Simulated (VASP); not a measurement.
The system is GaN.

```
Ga N
1.0
     3.28265    0.00000    0.00000
    -1.64133    2.84286    0.00000
     0.00000    0.00000    5.33276
Ga N
2 2
Cartesian
  1.6413 0.9476 2.6664
  0.0000 1.8952 0.0000
  1.6413 0.9476 4.6662
  0.0000 1.8952 1.9998
```

```yaml
Program: VASP 6.6.1
Task: relaxation of cell and atoms
Functional: LDA
Potentials_or_basis: VASP PAW LDA potentials, release 64 (Ga_d, N)
Cutoff: 840 eV
k_mesh: 10 × 10 × 5
Occupations: gaussian, width 0.03 eV
Spin: no spin polarisation
```

At the start: pressure -17.8 GPa; volume 12.44 Å³/atom.

**Question.** How do energy, volume and symmetry change on relaxing?

**Answer.** Over 14 steps the energy falls by 81.4 meV/atom and the volume is 11.11 Å³/atom (-10.7 %); space group P6_3mc (No. 186, to 0.1 Å) before and after.

Step by step:
| step | energy change (eV) | largest force (eV/Å) | pressure (GPa) | volume (Å³) |
| --- | --- | --- | --- | --- |
| 1 | 0.0000 | 0.1036 | -17.75 | 49.77 |
| 2 | -0.0620 | 0.0997 | 23.15 | 40.48 |
| 3 | -0.3271 | 0.0341 | -0.31 | 44.52 |
| 4 | -0.3271 | 0.0318 | 0.17 | 44.42 |
| 5 | -0.3272 | 0.0189 | 0.13 | 44.43 |
| 6 | -0.3272 | 0.0027 | 0.14 | 44.43 |
| 7 | -0.3272 | 0.0028 | -0.11 | 44.48 |
| 8 | -0.3272 | 0.0028 | 0.00 | 44.46 |
| 9 | -0.3272 | 0.0027 | -0.02 | 44.46 |
| 10 | -0.3272 | 0.0012 | 0.00 | 44.46 |
| 11 | -0.3258 | 0.0012 | -0.05 | 44.46 |
| 12 | -0.3258 | 0.0002 | 0.06 | 44.44 |
| 13 | -0.3258 | 0.0008 | -0.01 | 44.45 |
| 14 | -0.3258 | 0.0007 | -0.01 | 44.45 |

Final structure:
```
Ga N
1.0
     3.15756    0.00000    0.00000
    -1.57878    2.73453    0.00000
     0.00000    0.00000    5.14793
Ga N
2 2
Cartesian
  1.5788 0.9115 2.5704
  0.0000 1.8230 5.1444
  1.5788 0.9115 4.5080
  0.0000 1.8230 1.9340
```
